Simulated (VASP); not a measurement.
A run of VASP 6.6.1:

The input INCAR:

```
SYSTEM = C
PREC = Accurate
ENCUT = 520
EDIFF = 1E-7
ISMEAR = 0
SIGMA = 0.05
LREAL = .False.
LASPH = .True.
NELM = 60
ALGO = Normal
ISIF = 2
LWAVE = .False.
LCHARG = .False.
NBANDS = 36
```

KPOINTS

```
Automatic mesh
0
Gamma
  12 12 2
  0 0 0
```

POSCAR

```
C
1.0
    2.4340000000      0.0000000000      0.0000000000
   -1.2170000000      2.1079058328      0.0000000000
    0.0000000000      0.0000000000     12.4967000000
C
12
Direct
    0.0000000000      0.0000000000      0.1868599868
    0.0000000000      0.0000000000      0.6868599868
    0.0000000000      0.0000000000      0.3131400132
    0.0000000000      0.0000000000      0.8131400132
    0.3333333333      0.6666666667      0.5207718743
    0.6666666667      0.3333333333      0.0207718743
    0.3333333333      0.6666666667      0.9792281257
    0.6666666667      0.3333333333      0.4792281257
    0.3333333333      0.6666666667      0.6450609412
    0.6666666667      0.3333333333      0.1450609412
    0.3333333333      0.6666666667      0.8549390588
    0.6666666667      0.3333333333      0.3549390588
```

Potentials or basis: VASP PAW LDA potentials, release 64 (C).

Launch:

```bash
$ cat potpaw_LDA.64/C/POTCAR > POTCAR
$ mpirun -np 1 vasp_std > vasp.out
```

Hardware: 1 thread of Intel(R) Xeon(R) Platinum 8488C (Sapphire Rapids), on a shared host.

**Question.** How long does it take, and how much memory?

**Answer.** Wall time 57 s on 1 thread of Intel(R) Xeon(R) Platinum 8488C (Sapphire Rapids), on a shared host, peak memory 0.17 GiB. Counts: scf iterations 12, k points 38.
